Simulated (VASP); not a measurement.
# Bi (Im-3m) in VASP: notebook, part 2 of 2

VASP 6.6.1.

### 3 Single point, PBEsol (32.97 Å³/atom)

This run uses another cell than the first one, of 32.97 Å³/atom.

Input file INCAR:

```
SYSTEM = Bi
PREC     = Accurate       ! precision mode
ENCUT    = 520            ! plane-wave cutoff, eV
EDIFF    = 1E-6           ! SCF threshold, eV
ISMEAR   = 0              ! smearing method
SIGMA    = 0.1            ! smearing width, eV
LREAL    = .False.        ! projectors in reciprocal space
LASPH    = .True.         ! aspherical terms in the spheres
NELM     = 60             ! most SCF steps
ALGO     = Normal         ! electronic algorithm
ISIF     = 2              ! what is computed and relaxed
LWAVE    = .False.        ! write WAVECAR
LCHARG   = .False.        ! write CHGCAR
GGA      = PS             ! functional
NBANDS   = 14             ! bands
```

Input file KPOINTS:

```
Automatic mesh
0
Gamma
  16 16 16
  0 0 0
```

Input file POSCAR:

```
Bi
1.0
   -2.0199888459      2.0199888459      2.0199888459
    2.0199888459     -2.0199888459      2.0199888459
    2.0199888459      2.0199888459     -2.0199888459
Bi
1
Direct
    0.0000000000      0.0000000000      0.0000000000
```

Potentials or basis: VASP PAW PBE potentials, release 64 (Bi_d).

Command:

```
$ cat potpaw_PBE.64/Bi_d/POTCAR > POTCAR
$ mpirun -np 1 vasp_std > vasp.out
```

OUTCAR:

```text
SYSTEM = Bi
   PREC = Accurate
   ENCUT = 520
   EDIFF = 1E-6
   ISMEAR = 0
   LREAL = .False.
   LASPH = .True.
   NELM = 60
   ISIF = 2
   GGA = PS

 ion  position               nearest neighbor table
   1  0.000  0.000  0.000-

  LATTYP: Found a body centered cubic cell.
 ALAT       =     4.0399776918

  Lattice vectors:

 A1 = (  -2.0199888459,   2.0199888459,   2.0199888459)
 A2 = (   2.0199888459,  -2.0199888459,   2.0199888459)
 A3 = (   2.0199888459,   2.0199888459,  -2.0199888459)
[... 587 lines left out ...]
     14      20.9224      0.00000

 [... further k-points ...]

------------------------ aborting loop because EDIFF is reached ----------------------------------------

  FORCE on cell =-STRESS in cart. coord.  units (eV):
  Direction    XX          YY          ZZ          XY          YZ          ZX
  --------------------------------------------------------------------------------------
  -------------------------------------------------------------------------------------
  Total       -0.9312599     -0.9312599     -0.9312599     -0.0000000     -0.0000000      0.0000000
  in kB      -45.2558360    -45.2558360    -45.2558360     -0.0000000     -0.0000000      0.0000000
  external PRESSURE =     -45.2558360 kB  Pullay stress =       0.0000000 kB

 VOLUME and BASIS-vectors are now :
 -----------------------------------------------------------------------------
  energy-cutoff  :      520.00
  volume of cell :       32.97
      direct lattice vectors                 reciprocal lattice vectors
    -2.019988846  2.019988846  2.019988846     0.000000000  0.247526119  0.247526119
     2.019988846 -2.019988846  2.019988846     0.247526119  0.000000000  0.247526119
     2.019988846  2.019988846 -2.019988846     0.247526119  0.247526119  0.000000000

 POSITION                                       TOTAL-FORCE (eV/Angst)
 -----------------------------------------------------------------------------------
      0.00000      0.00000      0.00000         0.000000     -0.000000     -0.000000
 -----------------------------------------------------------------------------------
    total drift:                               -0.000000     -0.000000     -0.000000

  FREE ENERGIE OF THE ION-ELECTRON SYSTEM (eV)
  ---------------------------------------------------
  free  energy   TOTEN  =        -4.1742978739 eV

  energy  without entropy=       -4.1697834190  energy(sigma->0) =       -4.17204065
```

OSZICAR:

```text
N       E                     dE             d eps       ncg     rms          rms(c)
DAV:   1     0.113319942995E+03    0.11332E+03   -0.76818E+03  4102   0.121E+03
DAV:   2     0.253987910039E+01   -0.11078E+03   -0.10725E+03  4354   0.335E+02
DAV:   3    -0.402223243282E+01   -0.65621E+01   -0.65365E+01  5150   0.791E+01
DAV:   4    -0.417606292834E+01   -0.15383E+00   -0.15378E+00  5128   0.130E+01
DAV:   5    -0.418278971283E+01   -0.67268E-02   -0.67265E-02  5782   0.248E+00    0.481E-01
DAV:   6    -0.417579238196E+01    0.69973E-02   -0.10892E-02  5464   0.141E+00    0.283E-01
DAV:   7    -0.417430133339E+01    0.14910E-02   -0.64371E-03  5386   0.105E+00    0.890E-02
DAV:   8    -0.417429678541E+01    0.45480E-05   -0.55019E-04  5240   0.353E-01    0.112E-02
DAV:   9    -0.417429783142E+01   -0.10460E-05   -0.13959E-05  5826   0.499E-02    0.445E-03
DAV:  10    -0.417429787393E+01   -0.42514E-07   -0.14259E-06  4184   0.173E-02
   1 F= -.41742979E+01 E0= -.41720406E+01  d E =-.451445E-02
```

It took 54 s on 1 thread of Intel Xeon 8259CL, shared host; peak memory 0.2 GiB.

Results:

* Free energy: -4.1743 eV
* Pressure: -4.5 GPa
* Band gap on the k mesh: zero (an odd number of electrons rules out a gap without spin polarisation)

Caveat: the cell stands under tension; the PAW data sets were made with another functional, which shifts forces and pressure a little; spin-orbit coupling is left out, which moves the levels of the heavy elements.

### 4 Relaxation of cell and atoms, PBEsol

This run uses another cell than the first one, of 31.12 Å³/atom.

Input file INCAR:

```
PREC     = Accurate       # precision mode
ENCUT    = 600            # plane-wave cutoff, eV
EDIFF    = 1E-7           # SCF threshold, eV
ISMEAR   = 0              # smearing method
SIGMA    = 0.1            # smearing width, eV
LREAL    = False          # projectors in reciprocal space
LASPH    = True           # aspherical terms in the spheres
NELM     = 60             # most SCF steps
ALGO     = Fast           # electronic algorithm
ISIF     = 3              # what is computed and relaxed
LWAVE    = False          # write WAVECAR
LCHARG   = False          # write CHGCAR
GGA      = PS             # functional
IBRION   = 2              # ionic algorithm
NSW      = 100            # ionic steps
EDIFFG   = -0.005         # ionic threshold
```

Input file KPOINTS:

```
regular mesh
0
Gamma
  16 16 16
```

Input file POSCAR:

```
Bi
1.0
   -1.9814305318      1.9814305318      1.9814305318
    1.9814305318     -1.9814305318      1.9814305318
    1.9814305318      1.9814305318     -1.9814305318
Bi
1
Direct
    0.0000000000      0.0000000000      0.0000000000
```

Command:

```
$ cat potpaw_PBE.64/Bi_d/POTCAR > POTCAR
$ mpirun -np 1 vasp_std > vasp.out
```

Run time: 3 min. Hardware: 1 thread of Intel Xeon 8259CL, shared host; peak memory 0.21 GiB.

The run converged. Its results:

```
Free energy                           : -4.2202 eV
Relaxed volume                        : 29.96 Å³/atom
Relaxed cell                          : a = 3.389 Å, b = 3.389 Å, c = 3.389 Å, α = 109.47°, β = 109.47°, γ = 109.47°
Space group after relaxing (to 0.1 Å) : Im-3m (No. 229)
Energy gained by relaxing             : 7.7 meV/atom
Ionic steps                           : 3
Pressure after relaxing               : 0.0 GPa
Band gap on the k mesh                : zero (an odd number of electrons rules out a gap without spin polarisation)
```

The path:
| step | energy change (eV) | largest force (eV/Å) | pressure (GPa) | volume (Å³) |
| --- | --- | --- | --- | --- |
| 1 | 0.0000 | 0.0000 | -2.04 | 31.12 |
| 2 | -0.0054 | 0.0000 | 1.25 | 29.36 |
| 3 | -0.0077 | 0.0000 | 0.00 | 29.96 |

Final structure:
```cif
data_structure
_symmetry_space_group_name_H-M 'P 1'
_symmetry_Int_Tables_number 1
_cell_length_a 3.3888
_cell_length_b 3.3888
_cell_length_c 3.3888
_cell_angle_alpha 109.471
_cell_angle_beta 109.471
_cell_angle_gamma 109.471
_cell_volume 29.96
loop_
_atom_site_label
_atom_site_type_symbol
_atom_site_fract_x
_atom_site_fract_y
_atom_site_fract_z
_atom_site_occupancy
Bi1 Bi 0.00000 0.00000 0.00000 1
```

Levels at points of the mesh, in eV from the Fermi level:
```tsv
k point	band 5	band 6	band 7	band 8	band 9	band 10
(0.00, 0.00, 0.00)	-22.82	-13.79	5.41	5.41	5.41	9.62
(0.50, 0.00, 0.00)	-22.72	-10.52	-5.29	1.66	3.57	6.11
(0.50, 0.50, 0.50)	-22.75	-8.24	-1.87	-1.87	-1.87	3.50
```

Caveat: the PAW data sets were made with another functional, which shifts forces and pressure a little; spin-orbit coupling is left out, which moves the levels of the heavy elements.

### 5 Overview

| task | cell | cutoff (eV) | gap on the mesh (eV) | pressure (GPa) |
| --- | --- | --- | --- | --- |
| single point | a = 3.456 Å, angles 109.5°, 1 atom | 520 | none | -3.0 |
| single point | a = 3.499 Å, angles 109.5°, 1 atom | 520 | none | -4.5 |
| relaxation of cell and atoms | relaxed from a = 3.432 Å, angles 109.5°, 1 atom | 600 | none | 0.0 |

Alike in all rows: level PBEsol; potentials or basis VASP PAW PBE potentials, release 64 (Bi_d); no spin polarisation; k mesh 16 × 16 × 16; smearing gaussian 0.1 eV.

Caveats: the PAW data sets were made with another functional, which shifts forces and pressure a little; spin-orbit coupling is left out, which moves the levels of the heavy elements; the cell stands under tension (at least some runs).

Total energies depend on the potentials used, so only differences within one code and one set of settings carry meaning.
